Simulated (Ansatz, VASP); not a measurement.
**Rb in VASP and in Ansatz**

The input INCAR:

```
SYSTEM = Rb
PREC     = Accurate       ! precision mode
ENCUT    = 520            ! plane-wave cutoff, eV
EDIFF    = 1E-8           ! SCF threshold, eV
ISMEAR   = -1             ! smearing method
SIGMA    = 0.05           ! smearing width, eV
LREAL    = .FALSE.        ! projectors in reciprocal space
LASPH    = .TRUE.         ! aspherical terms in the spheres
NELM     = 80             ! most SCF steps
ALGO     = Normal         ! electronic algorithm
ISIF     = 2              ! what is computed and relaxed
LWAVE    = .FALSE.        ! write WAVECAR
LCHARG   = .FALSE.        ! write CHGCAR
GGA      = PS             ! functional
LEFG     = .TRUE.       
NBANDS   = 10             ! bands
```

File KPOINTS:

```
Automatic mesh
0
G
  8 8 8
  0 0 0
```

POSCAR

```
Rb
1.0
   -2.8429252871      2.8429252871      2.8429252871
    2.8429252871     -2.8429252871      2.8429252871
    2.8429252871      2.8429252871     -2.8429252871
Rb
1
Direct
    0.0000000000      0.0000000000      0.0000000000
```

Input for Ansatz:

```yaml
crystal:
  lattice:
    - [-2.8429252871, 2.8429252871, 2.8429252871]
    - [2.8429252871, -2.8429252871, 2.8429252871]
    - [2.8429252871, 2.8429252871, -2.8429252871]
  atoms:
    - { symbol: Rb, position: [0.0, 0.0, 0.0] }
kpoints:
  mp_grid: { grid: [8, 8, 8] }
scf:
  occupations: { method: fermi_dirac, width: 0.05 }
hamiltonian:
  xc: pbesol
  pseudopotentials: { kind: paw }
output:
  forces: true
  stress: true
  eigenvalues: true
  efg: { contact_densities: true }
```

Change from the starting cell: volume scaled by 1.04, PAW files.

Alike in both runs: task electric field gradients; functional PBEsol; k mesh 8 × 8 × 8; occupations fermi-dirac, width 0.05 eV; no spin polarisation.

|  | VASP | Ansatz |
| --- | --- | --- |
| version | VASP 6.6.1 | Ansatz 0.2.0 |
| potentials or method | VASP PAW PBE potentials, release 64 (Rb_sv) | PAW with Ansatz's default frozen-core files, scalar-relativistic |
| plane-wave cutoff (eV) | 520 | 420 |
| valence electrons in the cell | 9 | 9 |

```tsv
	VASP	Ansatz	Ansatz less VASP
pressure (GPa)	-0.2	-0.2	0.00
```

VASP's potentials were made for PBE, not for PBEsol. The functional is the same, so the differences come from potentials, cutoffs and numerics.
